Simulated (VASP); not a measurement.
# Cr (Cmcm) in VASP: a series of runs, part 2 of 2

VASP 6.6.1. Earlier steps stand in the parts before.

### Step 4. Single point, LDA, collinear spin, ferromagnetic start

This run uses another cell than the first one, of 12.19 Å³/atom, 1.128 times its volume.

Contents of INCAR:

```
SYSTEM = Cr
  PREC = Accurate
  ENCUT = 520
  EDIFF = 1E-7
  ISMEAR = -1
  SIGMA = 0.05
  LREAL = .FALSE.
  LASPH = .TRUE.
  NELM = 150
  ALGO = Normal
  ISIF = 2
  LWAVE = .FALSE.
  LCHARG = .TRUE.
  ISPIN = 2
  MAGMOM = 3 3
  LORBIT = 11
  LMAXMIX = 4
  LELF = .TRUE.
  LVHAR = .TRUE.
  NBANDS = 23
```

Contents of KPOINTS:

```
regular mesh
0
G
  13 13 7
  0 0 0
```

Contents of POSCAR:

```
Cr
1.0
    1.1695474029     -2.5154104456      0.0000000000
    1.1695474029      2.5154104456      0.0000000000
    0.0000000000      0.0000000000      4.1440233448
Cr
2
Direct
    0.8705325800      0.1294674200      0.7500000000
    0.1294674200      0.8705325800      0.2500000000
```

Potentials or basis: VASP PAW LDA potentials, release 64 (Cr_pv).

Run with:

```sh
$ cat potpaw_LDA.64/Cr_pv/POTCAR > POTCAR
$ mpirun -np 1 vasp_std > vasp.out
```

OUTCAR:

```text
SYSTEM = Cr
   PREC = Accurate
   ENCUT = 520
   EDIFF = 1E-7
   ISMEAR = -1
   LREAL = .FALSE.
   LASPH = .TRUE.
   NELM = 150
   ISIF = 2
   ISPIN = 2
   LORBIT = 11

 ion  position               nearest neighbor table
   1  0.871  0.129  0.750-   2 2.45   2 2.45   2 2.67   2 2.67   2 2.67   2 2.67
   2  0.129  0.871  0.250-   1 2.45   1 2.45   1 2.67   1 2.67   1 2.67   1 2.67

  LATTYP: Found a base centered orthorhombic cell.
 ALAT       =     2.3390948058
 B/A-ratio  =     2.1507554455
 C/A-ratio  =     1.7716354782

  Lattice vectors:

 A1 = (   1.1695474029,  -2.5154104456,   0.0000000000)
 A2 = (   1.1695474029,   2.5154104456,   0.0000000000)
 A3 = (   0.0000000000,   0.0000000000,   4.1440233448)

Analysis of symmetry for initial positions (statically):
=====================================================================
 Subroutine PRICEL returns:
 Original cell was already a primitive cell.

 Routine SETGRP: Setting up the symmetry group for a
 base centered orthorhombic supercell.

 Subroutine GETGRP returns: Found  8 space group operations
 (whereof  4 operations were pure point group operations)
 out of a pool of  8 trial point group operations.

The static configuration has the point symmetry C_2h.
 The point group associated with its full space group is D_2h.

Analysis of symmetry for dynamics (positions and initial velocities):
=====================================================================
 Subroutine PRICEL returns:
 Original cell was already a primitive cell.

 Routine SETGRP: Setting up the symmetry group for a
 base centered orthorhombic supercell.

 Subroutine GETGRP returns: Found  8 space group operations
 (whereof  4 operations were pure point group operations)
 out of a pool of  8 trial point group operations.

The dynamic configuration has the point symmetry C_2h.
 The point group associated with its full space group is D_2h.

Analysis of structural, dynamic, and magnetic symmetry:
=====================================================================
 Subroutine PRICEL returns:
 Original cell was already a primitive cell.

 Routine SETGRP: Setting up the symmetry group for a
 base centered orthorhombic supercell.

 Subroutine GETGRP returns: Found  8 space group operations
 (whereof  4 operations were pure point group operations)
 out of a pool of  8 trial point group operations.

The overall configuration has the point symmetry C_2h.
 The point group associated with its full space group is D_2h.

 Subroutine INISYM returns: Found  8 space group operations
 (whereof  4 operations are pure point group operations),
 and found     1 'primitive' translations

----------------------------------------------------------------------------------------

                                     Primitive cell

  volume of cell :      24.3825

  direct lattice vectors                    reciprocal lattice vectors
     1.169547403 -2.515410446  0.000000000     0.427515805 -0.198774717  0.000000000
     1.169547403  2.515410446  0.000000000     0.427515805  0.198774717  0.000000000
     0.000000000  0.000000000  4.144023345     0.000000000  0.000000000  0.241311382

  length of vectors
     2.774009884  2.774009884  4.144023345     0.471467021  0.471467021  0.241311382
[... 74 lines left out ...]
   ICHARG =      2    charge: 1-file 2-atom 10-const
   ISPIN  =      2    spin polarized calculation?
   LNONCOLLINEAR =      F non collinear calculations
   LSORBIT =      F    spin-orbit coupling
   LASPH  =      T    aspherical Exc in radial PAW
   ENCUT  =  520.0 eV  38.22 Ry    6.18 a.u.   5.16  5.16  7.71*2*pi/ulx,y,z
   NELM   =    150;   NELMIN=  2; NELMDL= -5     # of ELM steps
   EDIFF  = 0.1E-06   stopping-criterion for ELM
   LREAL  =      F    real-space projection
   EDIFFG = 0.1E-05   stopping-criterion for IOM
   NSW    =      0    number of steps for IOM
   IBRION =     -1    ionic relax: 0-MD 1-quasi-New 2-CG
   NFREE  =      0    steps in history (QN), initial steepest desc. (CG)
   ISIF   =      2    stress and relaxation
   ISYM   =      2    0-nonsym 1-usesym 2-fastsym
   POTIM  = 0.5000    time-step for ionic-motion
   TEBEG  =    0.0;   TEEND  =   0.0 temperature during run
   PSTRESS=    0.0 pullay stress
   NELECT =      24.0000    total number of electrons
   NUPDOWN=      -1.0000    fix difference up-down
   EMIN   =  10.00;   EMAX   =-10.00  energy-range for DOS
   EFERMI =   0.00;   METHOD = LEGACY
   ISMEAR =    -1;   SIGMA  =   0.05  broadening in eV -4-tet -1-fermi 0-gaus
   EFERMI_NEDOS =   21; number of points for ismear=-14 and -15
   IALGO  =     38    algorithm
   IMIX   =      4    mixing-type and parameters
     AMIX     =   0.40;   BMIX     =  1.00
     AMIX_MAG =   1.60;   BMIX_MAG =  1.00
  volume/ion in A,a.u.               =      12.19        82.27
  Fermi-wavevector in a.u.,A,eV,Ry     =   1.628492  3.077404 36.082461  2.651986
  Thomas-Fermi vector in A             =   2.721114
   LORBIT       =     11    0 simple, 1 ext, 2 COOP (PROOUT), +10 PAW based schemes
   GGA     = CA    functional components
   LHFCALC =     F    Hartree Fock is set to
   AEXX    =    0.0000 exact exchange contribution
   IVDW    =     0    specifies the selected vdW correction
   LEPSILON=     F    determine dielectric tensor
   LRPA    =     F    only Hartree local field effects (RPA)
 spin polarized calculation
  energy-cutoff  :      520.00
  volume of cell :       24.38
 maximum number of plane-waves:       674
 NGX is ok and might be reduce to    24
   NGX = 11   NGY = 11   NGZ = 15

 number of electron      24.0000000 magnetization      -0.0004790

 number of electron      24.0000000 magnetization       0.0002935

 Free energy of the ion-electron system (eV)
  ---------------------------------------------------
  ext. energy  EPLUGINS =         0.00000000
  ---------------------------------------------------
  free energy    TOTEN  =       -20.44105663 eV

  energy without entropy =      -20.41537844  energy(sigma->0) =      -20.42821753

 E-fermi :   9.9851     XC(G=0): -13.6598

 val. band max:        9.9848475552   @ k =   0.0000   0.0000   0.1429
 cond. band min:       9.9879331763   @ k =   0.3077  -0.0000   0.4286
 fundamental gap:      0.0030856211
 Fermi energy:         9.9850724570

 spin component 1

 k-point     1 :       0.0000    0.0000    0.0000
  band No.  band energies     occupation
      1     -33.0290      1.00000
      2     -32.5675      1.00000
      3     -32.3524      1.00000
      4     -32.2064      1.00000
      5     -32.1298      1.00000
      6     -32.1200      1.00000
[... 613 lines left out ...]
     22      21.2559      0.00000
     23      21.9939      0.00000

 [... further k-points ...]

 spin component 2

 k-point     1 :       0.0000    0.0000    0.0000
  band No.  band energies     occupation
      1     -33.0289      1.00000
      2     -32.5673      1.00000
      3     -32.3523      1.00000
      4     -32.2063      1.00000
      5     -32.1297      1.00000
      6     -32.1199      1.00000
[... 613 lines left out ...]
     22      21.2560      0.00000
     23      21.9939      0.00000

 [... further k-points ...]

------------------------ aborting loop because EDIFF is reached ----------------------------------------

  FORCE on cell =-STRESS in cart. coord.  units (eV):
  Direction    XX          YY          ZZ          XY          YZ          ZX
  --------------------------------------------------------------------------------------
  -------------------------------------------------------------------------------------
  Total       -3.6180625     -3.4405150     -2.7622043      0.0000000      0.0000000      0.0000000
  in kB     -237.7430167   -226.0763623   -181.5045408      0.0000000      0.0000000      0.0000000
  external PRESSURE =    -215.1079733 kB  Pullay stress =       0.0000000 kB

 VOLUME and BASIS-vectors are now :
 -----------------------------------------------------------------------------
  energy-cutoff  :      520.00
  volume of cell :       24.38
      direct lattice vectors                 reciprocal lattice vectors
     1.169547403 -2.515410446  0.000000000     0.427515805 -0.198774717  0.000000000
     1.169547403  2.515410446  0.000000000     0.427515805  0.198774717  0.000000000
     0.000000000  0.000000000  4.144023345     0.000000000  0.000000000  0.241311382

 POSITION                                       TOTAL-FORCE (eV/Angst)
 -----------------------------------------------------------------------------------
      1.16955     -1.86408      3.10802         0.000000      0.126174      0.000000
      1.16955      1.86408      1.03601         0.000000     -0.126174     -0.000000
 -----------------------------------------------------------------------------------
    total drift:                                0.000000     -0.000000      0.000000

  FREE ENERGIE OF THE ION-ELECTRON SYSTEM (eV)
  ---------------------------------------------------
  free  energy   TOTEN  =       -20.4410566302 eV

  energy  without entropy=      -20.4153784373  energy(sigma->0) =      -20.42821753

 total charge

# of ion       s       p       d       tot
------------------------------------------
    1        0.413   6.352   4.231  10.996
    2        0.413   6.352   4.231  10.996
--------------------------------------------------
tot          0.826  12.703   8.463  21.992

 magnetization (x)

# of ion       s       p       d       tot
------------------------------------------
    1        0.000   0.000   0.000   0.000
    2        0.000   0.000   0.000   0.000
--------------------------------------------------
tot          0.000   0.000   0.000   0.000
```

OSZICAR:

```text
N       E                     dE             d eps       ncg     rms          rms(c)
DAV:   1     0.244241596852E+03    0.24424E+03   -0.13311E+04 18104   0.128E+03
DAV:   2    -0.132619579077E+02   -0.25750E+03   -0.24814E+03 18655   0.380E+02
DAV:   3    -0.213840787352E+02   -0.81221E+01   -0.80503E+01 22967   0.795E+01
DAV:   4    -0.214544212144E+02   -0.70342E-01   -0.70265E-01 18575   0.763E+00
DAV:   5    -0.214553564136E+02   -0.93520E-03   -0.93512E-03 18914   0.825E-01    0.217E+01
DAV:   6    -0.202583762045E+02    0.11970E+01   -0.98693E+00 19439   0.340E+01    0.466E+00
DAV:   7    -0.204427877559E+02   -0.18441E+00   -0.29849E-01 19964   0.502E+00    0.309E+00
DAV:   8    -0.204486864652E+02   -0.58987E-02   -0.90259E-03 19677   0.105E+00    0.110E+00
DAV:   9    -0.204412812051E+02    0.74053E-02   -0.59309E-03 20776   0.748E-01    0.259E-01
DAV:  10    -0.204409787013E+02    0.30250E-03   -0.11382E-03 19103   0.304E-01    0.822E-02
DAV:  11    -0.204410342933E+02   -0.55592E-04   -0.51225E-05 19012   0.657E-02    0.376E-02
DAV:  12    -0.204410537202E+02   -0.19427E-04   -0.82862E-06 20489   0.249E-02    0.145E-02
DAV:  13    -0.204410563134E+02   -0.25932E-05   -0.85568E-07 19103   0.794E-03    0.405E-03
DAV:  14    -0.204410565799E+02   -0.26650E-06   -0.10953E-07 13101   0.255E-03    0.177E-03
DAV:  15    -0.204410566302E+02   -0.50256E-07   -0.37753E-08  9317   0.155E-03
   1 F= -.20441057E+02 E0= -.20428218E+02  d E =-.256782E-01  mag=     0.0001
```

stdout:

```text
POSCAR found type information on POSCAR Cr
 POSCAR found :  1 types and       2 ions
 scaLAPACK will be used
 LDA part: xc-table for (Slater(with rela. corr.)+CA(PZ))
 , standard interpolation
 POSCAR, INCAR and KPOINTS ok, starting setup
 FFT: planning ... GRIDC
 FFT: planning ... GRID_SOFT
 FFT: planning ... GRID
 WAVECAR not read
 entering main loop
```

It took 2.2 min on 1 thread of Intel Xeon Platinum 8259CL at 2.50GHz (Skylake/Cascade Lake), shared host; peak memory 0.26 GiB.

Results:

```yaml
Free_energy: -20.4411 eV
Pressure: -21.5 GPa
Largest_force: 0.126 eV/Å
Band_gap_on_the_k_mesh: zero (filled and empty bands overlap)
Net_moment: 0.00 μB per cell
Valence_electrons_inside_the_program's_atomic_spheres: Cr 11.00
```

Forces in eV/Å, atoms in the order of the input:
```
Cr   0.000  0.126  0.000
Cr   0.000 -0.126  0.000
```

Stress tensor (GPa, compression positive):
```
-23.77   0.00   0.00
  0.00 -22.61   0.00
  0.00   0.00 -18.15
```

Levels at points of the mesh, in eV from the Fermi level:
Spin up:
| k point | band 8 | band 9 | band 10 | band 11 | band 12 | band 13 | band 14 | band 15 | band 16 | band 17 |
| --- | --- | --- | --- | --- | --- | --- | --- | --- | --- | --- |
| (0.00, 0.00, 0.00) | -4.04 | -2.00 | -1.77 | -0.78 | 0.16 | 0.93 | 0.97 | 0.99 | 1.55 | 1.69 |
Spin down:
| k point | band 9 | band 10 | band 11 | band 12 | band 13 | band 14 | band 15 | band 16 |
| --- | --- | --- | --- | --- | --- | --- | --- | --- |
| (0.00, 0.00, 0.00) | -2.00 | -1.77 | -0.78 | 0.16 | 0.93 | 0.97 | 0.99 | 1.55 |

Caveat: the starting moments collapsed, and a magnetic state may lie lower.
